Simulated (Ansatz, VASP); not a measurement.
**Ca2ScGaC6N6 in VASP and in Ansatz**

File INCAR:

```
SYSTEM = Ca2ScGaC6N6
PREC     = Accurate       ! precision mode
ENCUT    = 600            ! plane-wave cutoff, eV
EDIFF    = 1E-7           ! SCF threshold, eV
ISMEAR   = 0              ! smearing method
SIGMA    = 0.1            ! smearing width, eV
LREAL    = .FALSE.        ! projectors in reciprocal space
LASPH    = .TRUE.         ! aspherical terms in the spheres
NELM     = 120            ! most SCF steps
ALGO     = Normal         ! electronic algorithm
ISIF     = 3              ! what is computed and relaxed
LWAVE    = .FALSE.        ! write WAVECAR
LCHARG   = .FALSE.        ! write CHGCAR
GGA      = PE             ! functional
IBRION   = 2              ! ionic algorithm
NSW      = 100            ! ionic steps
EDIFFG   = -0.01          ! ionic threshold
GGA_COMPAT= .FALSE.      
NELMIN   = 4
```

The input KPOINTS:

```
regular mesh
0
G
  6 6 6
  0 0 0
```

Contents of POSCAR:

```
Ca2ScGaC6N6
1.0
    0.0000000000      5.4913678368      5.4913678368
    5.4913678368      0.0000000000      5.4913678368
    5.4913678368      5.4913678368      0.0000000000
Ca Sc Ga C N
2 1 1 6 6
Direct
    0.2500000000      0.2500000000      0.2500000000
    0.7500000000      0.7500000000      0.7500000000
    0.5000000000      0.5000000000      0.5000000000
    0.0000000000      0.0000000000      0.0000000000
    0.8057594934      0.1942405066      0.1942405066
    0.1942405066      0.8057594934      0.1942405066
    0.1942405066      0.1942405066      0.8057594934
    0.1942405066      0.8057594934      0.8057594934
    0.8057594934      0.1942405066      0.8057594934
    0.8057594934      0.8057594934      0.1942405066
    0.6982117286      0.3017882714      0.3017882714
    0.3017882714      0.6982117286      0.3017882714
    0.3017882714      0.3017882714      0.6982117286
    0.3017882714      0.6982117286      0.6982117286
    0.6982117286      0.3017882714      0.6982117286
    0.6982117286      0.6982117286      0.3017882714
```

Input for Ansatz:

```yaml
crystal:
  lattice:
    - [0.0, 5.4913678368, 5.4913678368]
    - [5.4913678368, 0.0, 5.4913678368]
    - [5.4913678368, 5.4913678368, 0.0]
  atoms:
    - { symbol: Ca, position: [0.25, 0.25, 0.25] }
    - { symbol: Ca, position: [0.75, 0.75, 0.75] }
    - { symbol: Sc, position: [0.5, 0.5, 0.5] }
    - { symbol: Ga, position: [0.0, 0.0, 0.0] }
    - { symbol: C, position: [0.8057594934, 0.1942405066, 0.1942405066] }
    - { symbol: C, position: [0.1942405066, 0.8057594934, 0.1942405066] }
    - { symbol: C, position: [0.1942405066, 0.1942405066, 0.8057594934] }
    - { symbol: C, position: [0.1942405066, 0.8057594934, 0.8057594934] }
    - { symbol: C, position: [0.8057594934, 0.1942405066, 0.8057594934] }
    - { symbol: C, position: [0.8057594934, 0.8057594934, 0.1942405066] }
    - { symbol: "N", position: [0.6982117286, 0.3017882714, 0.3017882714] }
    - { symbol: "N", position: [0.3017882714, 0.6982117286, 0.3017882714] }
    - { symbol: "N", position: [0.3017882714, 0.3017882714, 0.6982117286] }
    - { symbol: "N", position: [0.3017882714, 0.6982117286, 0.6982117286] }
    - { symbol: "N", position: [0.6982117286, 0.3017882714, 0.6982117286] }
    - { symbol: "N", position: [0.6982117286, 0.6982117286, 0.3017882714] }
basis:
  ecutwfc: 420
kpoints:
  mp_grid: { grid: [6, 6, 6] }
hamiltonian:
  xc: pbe
scf:
  occupations: { method: gaussian, width: 0.1 }
output:
  forces: true
  stress: true
  eigenvalues: true
relax:
  adjacent_minimum: "off"
  f_tol: 0.01
  max_steps: 80
  cell: { stress_tol: 0.05 }
```

Alike in both runs: task relaxation of cell and atoms; functional PBE; k mesh 6 × 6 × 6; occupations gaussian, width 0.1 eV; no spin polarisation.

|  | VASP | Ansatz |
| --- | --- | --- |
| version | VASP 6.6.1 | Ansatz 0.2.0 |
| potentials or method | VASP PAW PBE potentials, release 64 (Ca_sv, Sc_sv, Ga_d, C, N), cutoff 600 eV | scalar-relativistic, plane waves, PAW |
| valence electrons in the cell | 98 | 98 |

VASP gave:

```
gap on the k mesh at the Fermi level, each at its own relaxed structure (eV) : none
relaxed volume (Å³/atom)                                                     : 20.71
relaxed length of the cell vector where the two differ most in proportion (Å)              : 7.768
```

Task: Which values does Ansatz return?

Result: gap on the k mesh at the Fermi level, each at its own relaxed structure (eV): none; relaxed volume (Å³/atom): 20.73; relaxed length of the cell vector where the two differ most in proportion (Å): 7.770.

A gap of «none» marks a metal or a gap that the smearing closes.

Noted on VASP's run: the standard files for N, O and F lose accuracy on very short bonds.
